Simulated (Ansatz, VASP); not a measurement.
**V in VASP and in Ansatz**

```
V
1.0
     2.61252    0.00000    0.00000
    -1.30626    2.26251    0.00000
     0.00000    0.00000    4.68790
V
2
Direct
  0.33333 0.66667 0.25000
  0.66667 0.33333 0.75000
```

Alike in both runs: functional PBE; k mesh 18 × 18 × 10; occupations fermi-dirac, width 0.08 eV; collinear spin.

Ansatz relaxed the structure, and its values are those at the end. VASP's run is a single point on that final structure, the one shown.

|  | VASP | Ansatz |
| --- | --- | --- |
| version | VASP 6.6.1 | Ansatz 0.2.0 |
| potentials or method | VASP PAW PBE potentials, release 64 (V_sv) | PAW with Ansatz's default frozen-core files, scalar-relativistic |
| plane-wave cutoff (eV) | 520 | 420 |
| valence electrons in the cell | 26 | 26 |

Ansatz gave:

| Property | Result |
| --- | --- |
| pressure (GPa) | 0.0 |
| net moment per atom (μB) | 0.00 |

Q: Which values does VASP return?

A: Pressure (GPa): 0.2; net moment per atom (μB): 0.00.

Ansatz's warnings: seeded moment not kept.
